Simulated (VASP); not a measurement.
Runs of VASP 6.6.1 on SiN. The structure is that of space group Fm-3m (No. 225), or close to it. The cells are those of the table. 

```tsv
task	spin	cell	k mesh	cutoff (eV)	smearing	gap on the mesh (eV)	pressure (GPa)
relaxation of cell and atoms	off	relaxed from a = 3.010 Å, angles 60.0°, 2 atoms	16 × 16 × 16	600	gaussian 0.1 eV	none	0.0
relaxation of cell and atoms	off	relaxed from a = 2.558 Å, angles 60.0°, 2 atoms	10 × 10 × 10	600	gaussian 0.1 eV	none	0.7
single point	off	a = 3.010 Å, angles 60.0°, 2 atoms	10 × 10 × 10	520	gaussian 0.1 eV	none	0.1
single point	collinear, ferromagnetic start	a = 2.558 Å, angles 60.0°, 2 atoms	8 × 8 × 8	600	gaussian 0.1 eV	none	(a)
relaxation of cell and atoms	off	relaxed from a = 3.010 Å, angles 60.0°, 2 atoms	16 × 16 × 16	600	fermi-dirac 0.15 eV	none	0.0
```

Alike in all rows: level PBE; potentials or basis VASP PAW PBE potentials, release 64 (Si, N).

Problem. Estimate the missing entries.

Solution. (a) 203.0.

Caveats: some runs use coarse meshes; the relaxation stopped at its first step, so nothing moved (some runs).

A gap of «none» marks levels without a gap at the run's occupations.
